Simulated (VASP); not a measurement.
# Al (P6_3/mmc) in VASP: notebook

The runs below take Al through single point, with r2SCAN.

All numbers are computed with VASP 6.6.1; they aren't measurements. Logs are shortened: lines on timing, memory, paths and dates and some standing lists are left out, and cuts for length are marked.

**1. The cell of the first run**

The structure is hexagonal, space group P6_3/mmc (No. 194). Conventional cell: a = 2.755 Å, b = 2.755 Å, c = 4.767 Å, α = 90.00°, β = 90.00°, γ = 120.00°. Al (site symmetry -6m2) has 12 Al at 2.76 to 2.87 Å within 3.6 Å.

This isn't the form of Al at room conditions, which is fcc.

**2. Single point, r2SCAN**

File POSCAR:

```
Al
1.0
    2.7550467473      0.0000000000      0.0000000000
   -1.3775233737      2.3859387016      0.0000000000
    0.0000000000      0.0000000000      4.7674986532
Al
2
Direct
    0.6666666667      0.3333333333      0.7500000000
    0.3333333333      0.6666666667      0.2500000000
```

File INCAR.step1:

```
PREC = Accurate
ENCUT = 550
ISMEAR = 1
SIGMA = 0.05
LREAL = False
LASPH = True
NELM = 120
NBANDS = 10
GGA = PE
ALGO = Normal
EDIFF = 1E-5
LWAVE = True
LCHARG = False
GGA_COMPAT = False
```

File INCAR.step2:

```
PREC = Accurate
ENCUT = 550
EDIFF = 1E-6
ISMEAR = 1
SIGMA = 0.05
LREAL = False
LASPH = True
NELM = 120
ALGO = Normal
ISIF = 2
LWAVE = False
LCHARG = False
METAGGA = R2SCAN
LMIXTAU = True
NBANDS = 10
ISTART = 1
GGA_COMPAT = False
```

File KPOINTS:

```
regular mesh
0
Gamma
  12 12 6
```

Potentials or basis: VASP PAW PBE potentials, release 64 (Al).

Started as:

```
$ cat potpaw_PBE.64/Al/POTCAR > POTCAR
$ cp INCAR.step1 INCAR
$ mpirun -np 1 vasp_std > vasp.out
$ cp INCAR.step2 INCAR
$ mpirun -np 1 vasp_std > vasp.out
```

OUTCAR:

```text
PREC = Accurate
   ENCUT = 550
   EDIFF = 1E-6
   ISMEAR = 1
   LREAL = False
   LASPH = True
   NELM = 120
   ISIF = 2
   METAGGA = R2SCAN
   ISTART = 1

 ion  position               nearest neighbor table
   1  0.667  0.333  0.750-   2 2.87   2 2.87   2 2.87   2 2.87   2 2.87   2 2.87
   2  0.333  0.667  0.250-   1 2.87   1 2.87   1 2.87   1 2.87   1 2.87   1 2.87

  LATTYP: Found a hexagonal cell.
 ALAT       =     2.7550467473
 C/A-ratio  =     1.7304601666

  Lattice vectors:

 A1 = (   2.7550467473,   0.0000000000,   0.0000000000)
 A2 = (  -1.3775233737,   2.3859387016,   0.0000000000)
 A3 = (   0.0000000000,   0.0000000000,   4.7674986532)

Analysis of symmetry for initial positions (statically):
=====================================================================
 Subroutine PRICEL returns:
 Original cell was already a primitive cell.

 Routine SETGRP: Setting up the symmetry group for a
 hexagonal supercell.

 Subroutine GETGRP returns: Found 24 space group operations
 (whereof 12 operations were pure point group operations)
 out of a pool of 24 trial point group operations.

The static configuration has the point symmetry D_3d.
 The point group associated with its full space group is D_6h.

Analysis of symmetry for dynamics (positions and initial velocities):
=====================================================================
 Subroutine PRICEL returns:
 Original cell was already a primitive cell.

 Routine SETGRP: Setting up the symmetry group for a
 hexagonal supercell.

 Subroutine GETGRP returns: Found 24 space group operations
 (whereof 12 operations were pure point group operations)
 out of a pool of 24 trial point group operations.

The dynamic configuration has the point symmetry D_3d.
 The point group associated with its full space group is D_6h.

 Subroutine INISYM returns: Found 24 space group operations
 (whereof 12 operations are pure point group operations),
 and found     1 'primitive' translations

----------------------------------------------------------------------------------------

                                     Primitive cell

  volume of cell :      31.3385

  direct lattice vectors                    reciprocal lattice vectors
     2.755046747  0.000000000  0.000000000     0.362970248  0.209561126  0.000000000
    -1.377523374  2.385938702  0.000000000     0.000000000  0.419122251  0.000000000
     0.000000000  0.000000000  4.767498653     0.000000000  0.000000000  0.209753599

  length of vectors
     2.755046747  2.755045214  4.767498653     0.419122018  0.419122251  0.209753599

  position of ions in fractional coordinates (direct lattice)
     0.666666667  0.333333333  0.750000000
     0.333333333  0.666666667  0.250000000

  ion indices of the primitive-cell ions
   primitive index   ion index
                 1           1
                 2           2

----------------------------------------------------------------------------------------

 KPOINTS: regular mesh

Automatic generation of k-mesh.
 Grid dimensions read from file:
 generate k-points for:   12   12    6

 Generating k-lattice:

  Cartesian coordinates                     Fractional coordinates (reciprocal lattice)
     0.030247521  0.017463427  0.000000000     0.083333333  0.000000000  0.000000000
     0.000000000  0.034926854  0.000000000     0.000000000  0.083333333  0.000000000
     0.000000000  0.000000000  0.034958933     0.000000000  0.000000000  0.166666667

  Length of vectors
     0.034926835  0.034926854  0.034958933

  Shift w.r.t. Gamma in fractional coordinates (k-lattice)
     0.000000000  0.000000000  0.000000000

 Subroutine IBZKPT returns following result:
 ===========================================

 Found     76 irreducible k-points:

 Following reciprocal coordinates:
            Coordinates               Weight
  0.000000  0.000000  0.000000      1.000000
  0.083333  0.000000  0.000000      6.000000
  0.166667  0.000000  0.000000      6.000000
  0.250000  0.000000  0.000000      6.000000
  0.333333  0.000000  0.000000      6.000000
  0.416667  0.000000  0.000000      6.000000
[... 16 lines left out ...]
  0.250000  0.000000  0.166667     12.000000
  0.333333  0.000000  0.166667     12.000000
 [... further k-points ...]
   k-points           NKPTS =     76   k-points in BZ     NKDIM =     76   number of bands    NBANDS=     10
   number of dos      NEDOS =    301   number of ions     NIONS =      2
   total plane-waves  NPLWV =  20736
   dimension x,y,z NGX =    24 NGY =   24 NGZ =   36
   dimension x,y,z NGXF=    48 NGYF=   48 NGZF=   72
   ions per type =               2
   NGX,Y,Z   is equivalent  to a cutoff of  14.48, 14.48, 12.55 a.u.
   NGXF,Y,Z  is equivalent  to a cutoff of  28.96, 28.96, 25.11 a.u.
 SYSTEM =  unknown system
   PREC   = accura    normal or accurate (medium, high low for compatibility)
   ISTART =      1    job   : 0-new  1-cont  2-samecut
   ICHARG =      0    charge: 1-file 2-atom 10-const
   ISPIN  =      1    spin polarized calculation?
   LNONCOLLINEAR =      F non collinear calculations
   LSORBIT =      F    spin-orbit coupling
   LASPH  =      T    aspherical Exc in radial PAW
   ENCUT  =  550.0 eV  40.42 Ry    6.36 a.u.   5.27  5.27  9.12*2*pi/ulx,y,z
   NELM   =    120;   NELMIN=  2; NELMDL=  0     # of ELM steps
   EDIFF  = 0.1E-05   stopping-criterion for ELM
   LREAL  =      F    real-space projection
   EDIFFG = 0.1E-04   stopping-criterion for IOM
   NSW    =      0    number of steps for IOM
   IBRION =     -1    ionic relax: 0-MD 1-quasi-New 2-CG
   NFREE  =      0    steps in history (QN), initial steepest desc. (CG)
   ISIF   =      2    stress and relaxation
   ISYM   =      2    0-nonsym 1-usesym 2-fastsym
   POTIM  = 0.5000    time-step for ionic-motion
   TEBEG  =    0.0;   TEEND  =   0.0 temperature during run
   PSTRESS=    0.0 pullay stress
   NELECT =       6.0000    total number of electrons
   NUPDOWN=      -1.0000    fix difference up-down
   EMIN   =  10.00;   EMAX   =-10.00  energy-range for DOS
   EFERMI =   0.00;   METHOD = LEGACY
   ISMEAR =     1;   SIGMA  =   0.05  broadening in eV -4-tet -1-fermi 0-gaus
   EFERMI_NEDOS =   21; number of points for ismear=-14 and -15
   IALGO  =     38    algorithm
   IMIX   =      4    mixing-type and parameters
     AMIX     =   0.40;   BMIX     =  1.00
     AMIX_MAG =   1.60;   BMIX_MAG =  1.00
  volume/ion in A,a.u.               =      15.67       105.74
  Fermi-wavevector in a.u.,A,eV,Ry     =   0.943552  1.783054 12.113125  0.890290
  Thomas-Fermi vector in A             =   2.071270
   LORBIT       =      0    0 simple, 1 ext, 2 COOP (PROOUT), +10 PAW based schemes
   METAGGA = R2SCAN    functional components
   LHFCALC =     F    Hartree Fock is set to
   AEXX    =    0.0000 exact exchange contribution
   IVDW    =     0    specifies the selected vdW correction
   LEPSILON=     F    determine dielectric tensor
   LRPA    =     F    only Hartree local field effects (RPA)
 non-spin polarized calculation
 Methfessel and Paxton  Order N= 1 SIGMA  =   0.05
  energy-cutoff  :      550.00
  volume of cell :       31.34
 maximum number of plane-waves:       928
 NGX is ok and might be reduce to    24
   NGX = 11   NGY = 11   NGZ = 19

 number of electron       6.0000000 magnetization

 Free energy of the ion-electron system (eV)
  ---------------------------------------------------
  ext. energy  EPLUGINS =         0.00000000
  ---------------------------------------------------
  free energy    TOTEN  =       -13.37854737 eV

  energy without entropy =      -13.37798985  energy(sigma->0) =      -13.37836153

 E-fermi :   8.5461     XC(G=0): -11.1047

 val. band max:        8.5445487599   @ k =   0.3333   0.0000   0.0000
 cond. band min:       8.5531486425   @ k =   0.4167   0.0833   0.0000
 fundamental gap:      0.0085998827
 Fermi energy:         8.5461282413

 k-point     1 :       0.0000    0.0000    0.0000
  band No.  band energies     occupation
      1      -3.6539      2.00000
      2       3.0161      2.00000
      3       3.2091      2.00000
      4      20.6345      0.00000
      5      21.2989      0.00000
      6      21.2990      0.00000
      7      21.3754      0.00000
      8      21.3754      0.00000
      9      22.6206      0.00000
     10      24.9735      0.00000

 k-point     2 :       0.0833    0.0000    0.0000
  band No.  band energies     occupation
      1      -3.4623      2.00000
      2       3.1956      2.00000
      3       3.3935      2.00000
      4      18.1180      0.00000
      5      19.5959      0.00000
      6      20.4166      0.00000
      7      21.7457      0.00000
      8      22.7468      0.00000
      9      23.2598      0.00000
     10      24.4616      0.00000

 k-point     3 :       0.1667    0.0000    0.0000
  band No.  band energies     occupation
      1      -2.8891      2.00000
      2       3.7342      2.00000
      3       3.9406      2.00000
      4      14.6475      0.00000
      5      18.1610      0.00000
      6      18.9654      0.00000
      7      20.7338      0.00000
      8      20.8972      0.00000
      9      23.1323      0.00000
     10      23.2491      0.00000

 k-point     4 :       0.2500    0.0000    0.0000
  band No.  band energies     occupation
      1      -1.9395      2.00000
      2       4.6322      2.00000
      3       4.8255      2.00000
      4      11.3836      0.00000
      5      16.7787      0.00000
      6      17.0445      0.00000
      7      17.5919      0.00000
      8      19.3279      0.00000
      9      22.6929      0.00000
     10      22.9957      0.00000
[... 222 lines left out ...]
 k-point    22 :       0.1667    0.0000    0.1667
  band No.  band energies     occupation
      1      -2.6981      2.00000
      2       1.8115      2.00000
      3       6.1971      2.00000
      4      14.7935      0.00000
      5      18.3211      0.00000
      6      18.4531      0.00000
      7      18.4698      0.00000
      8      20.8748      0.00000
      9      22.1435      0.00000
     10      22.9488      0.00000

 k-point    23 :       0.2500    0.0000    0.1667
  band No.  band energies     occupation
      1      -1.7498      2.00000
      2       2.7248      2.00000
      3       7.0508      2.00000
      4      11.5637      0.00000
      5      15.4962      0.00000
      6      17.2058      0.00000
      7      18.1813      0.00000
      8      19.5047      0.00000
      9      21.0583      0.00000
     10      21.0892      0.00000

 k-point    24 :       0.3333    0.0000    0.1667
  band No.  band energies     occupation
      1      -0.4340      2.00000
      2       3.9753      2.00000
      3       7.8159      2.00000
      4       9.0428     -0.00000
      5      12.6583      0.00000
      6      16.3705      0.00000
      7      16.4094      0.00000
      8      18.4475      0.00000
      9      20.3075      0.00000
     10      21.0332      0.00000

 [... further k-points ...]

------------------------ aborting loop because EDIFF is reached ----------------------------------------

  FORCE on cell =-STRESS in cart. coord.  units (eV):
  Direction    XX          YY          ZZ          XY          YZ          ZX
  --------------------------------------------------------------------------------------
  -------------------------------------------------------------------------------------
  Total        0.7191834      0.7191823     -0.3750181     -0.0000000      0.0000000     -0.0000000
  in kB       36.7681166     36.7680620    -19.1727306     -0.0000000      0.0000000     -0.0000000
  external PRESSURE =      18.1211493 kB  Pullay stress =       0.0000000 kB

 VOLUME and BASIS-vectors are now :
 -----------------------------------------------------------------------------
  energy-cutoff  :      550.00
  volume of cell :       31.34
      direct lattice vectors                 reciprocal lattice vectors
     2.755046747  0.000000000  0.000000000     0.362970248  0.209561126  0.000000000
    -1.377523374  2.385938702  0.000000000     0.000000000  0.419122251  0.000000000
     0.000000000  0.000000000  4.767498653     0.000000000  0.000000000  0.209753599

 POSITION                                       TOTAL-FORCE (eV/Angst)
 -----------------------------------------------------------------------------------
      1.37752      0.79531      3.57562         0.000000     -0.000000      0.000000
     -0.00000      1.59063      1.19187        -0.000000      0.000000      0.000000
 -----------------------------------------------------------------------------------
    total drift:                                0.000000     -0.000000     -0.000000

  FREE ENERGIE OF THE ION-ELECTRON SYSTEM (eV)
  ---------------------------------------------------
  free  energy   TOTEN  =       -13.3785473750 eV

  energy  without entropy=      -13.3779898526  energy(sigma->0) =      -13.37836153
```

Wall time 56 s (1 thread of Intel Xeon 8259CL, shared host); peak memory 0.16 GiB.

What came out:

```
Free energy            : -13.3785 eV
Pressure               : 1.8 GPa
Band gap on the k mesh : zero (bands 3 and 4 overlap by 7.27 eV)
```

Stress tensor (GPa, compression positive):
```
 3.68  0.00  0.00
 0.00  3.68  0.00
 0.00  0.00 -1.92
```

Caveat: the PAW data sets were made with another functional, which shifts forces and pressure a little.

**3. Single point, r2SCAN**

This run uses another cell than the first one, of 16.00 Å³/atom.

File POSCAR:

```
Al
1.0
    2.7744491242      0.0000000000      0.0000000000
   -1.3872245621      2.4027416404      0.0000000000
    0.0000000000      0.0000000000      4.8010736936
Al
2
Direct
    0.6666666667      0.3333333333      0.7500000000
    0.3333333333      0.6666666667      0.2500000000
```

INCAR.step1 is that of step 2.

INCAR.step2: that of step 2 with these lines changed.

```diff
@@ -11,5 +11,7 @@
 LWAVE = False
-LCHARG = False
+LCHARG = True
 METAGGA = R2SCAN
 LMIXTAU = True
+LELF = True
+LVHAR = True
 NBANDS = 10
```

KPOINTS is that of step 2.

Potentials or basis: VASP PAW PBE potentials, release 64 (Al).

Started as:

```
$ cat potpaw_PBE.64/Al/POTCAR > POTCAR
$ cp INCAR.step1 INCAR
$ mpirun -np 1 vasp_std > vasp.out
$ cp INCAR.step2 INCAR
$ mpirun -np 1 vasp_std > vasp.out
```

OUTCAR:

```text
PREC = Accurate
   ENCUT = 550
   EDIFF = 1E-6
   ISMEAR = 1
   LREAL = False
   LASPH = True
   NELM = 120
   ISIF = 2
   METAGGA = R2SCAN
   ISTART = 1

 ion  position               nearest neighbor table
   1  0.667  0.333  0.750-   2 2.89   2 2.89   2 2.89   2 2.89   2 2.89   2 2.89
   2  0.333  0.667  0.250-   1 2.89   1 2.89   1 2.89   1 2.89   1 2.89   1 2.89

  LATTYP: Found a hexagonal cell.
 ALAT       =     2.7744491242
 C/A-ratio  =     1.7304601666

  Lattice vectors:

 A1 = (   2.7744491242,   0.0000000000,   0.0000000000)
 A2 = (  -1.3872245621,   2.4027416404,   0.0000000000)
 A3 = (   0.0000000000,   0.0000000000,   4.8010736936)

Analysis of symmetry for initial positions (statically):
=====================================================================
 Subroutine PRICEL returns:
 Original cell was already a primitive cell.

 Routine SETGRP: Setting up the symmetry group for a
 hexagonal supercell.

 Subroutine GETGRP returns: Found 24 space group operations
 (whereof 12 operations were pure point group operations)
 out of a pool of 24 trial point group operations.

[... 174 lines left out ...]
      1      -3.7282      2.00000
      2       2.8841      2.00000
      3       3.0195      2.00000
      4      20.3094      0.00000
      5      20.9445      0.00000
      6      20.9445      0.00000
      7      20.9560      0.00000
      8      20.9560      0.00000
      9      22.1504      0.00000
     10      24.5190      0.00000
[... 287 lines left out ...]
 k-point    24 :       0.3333    0.0000    0.1667
  band No.  band energies     occupation
      1      -0.5495      2.00000
      2       3.8084      2.00000
      3       7.6184      2.00000
      4       8.7818     -0.00000
      5      12.3903      0.00000
      6      16.0567      0.00000
      7      16.0851      0.00000
      8      18.0312      0.00000
      9      19.9151      0.00000
     10      20.6628      0.00000

 [... further k-points ...]

------------------------ aborting loop because EDIFF is reached ----------------------------------------

  FORCE on cell =-STRESS in cart. coord.  units (eV):
  Direction    XX          YY          ZZ          XY          YZ          ZX
  --------------------------------------------------------------------------------------
  -------------------------------------------------------------------------------------
  Total        0.3287802      0.3287797     -0.7317623      0.0000000     -0.0000000      0.0000000
  in kB       16.4586446     16.4586202    -36.6318140      0.0000000     -0.0000000      0.0000000
  external PRESSURE =      -1.2381830 kB  Pullay stress =       0.0000000 kB

 VOLUME and BASIS-vectors are now :
 -----------------------------------------------------------------------------
  energy-cutoff  :      550.00
  volume of cell :       32.01
      direct lattice vectors                 reciprocal lattice vectors
     2.774449124  0.000000000  0.000000000     0.360431911  0.208095615  0.000000000
    -1.387224562  2.402741640  0.000000000     0.000000000  0.416191231  0.000000000
     0.000000000  0.000000000  4.801073694     0.000000000  0.000000000  0.208286742

 POSITION                                       TOTAL-FORCE (eV/Angst)
 -----------------------------------------------------------------------------------
      1.38722      0.80091      3.60081        -0.000000     -0.000000      0.000000
     -0.00000      1.60183      1.20027         0.000000      0.000000      0.000000
 -----------------------------------------------------------------------------------
    total drift:                                0.000000     -0.000000     -0.000000

  FREE ENERGIE OF THE ION-ELECTRON SYSTEM (eV)
  ---------------------------------------------------
  free  energy   TOTEN  =       -13.3819080044 eV

  energy  without entropy=      -13.3813891822  energy(sigma->0) =      -13.38173506
```

OUTCAR.step1:

```text
PREC = Accurate
   ENCUT = 550
   ISMEAR = 1
   LREAL = False
   LASPH = True
[... 537 lines left out ...]
      1.38722      0.80091      3.60081        -0.000000      0.000000      0.000000
     -0.00000      1.60183      1.20027         0.000000     -0.000000      0.000000
 -----------------------------------------------------------------------------------
    total drift:                                0.000000     -0.000000     -0.000000

  FREE ENERGIE OF THE ION-ELECTRON SYSTEM (eV)
  ---------------------------------------------------
  free  energy   TOTEN  =        -7.3966156184 eV

  energy  without entropy=       -7.3962098543  energy(sigma->0) =       -7.39648036
```

Run time: 74 s. Hardware: 1 thread of Intel Xeon 8259CL, shared host; peak memory 0.17 GiB.

What came out:

```yaml
Free_energy: -13.3819 eV
Pressure: -0.1 GPa
Band_gap_on_the_k_mesh: zero (bands 3 and 4 overlap by 7.21 eV)
```

Caveat: the PAW data sets were made with another functional, which shifts forces and pressure a little.

[end of part 1 of 2]
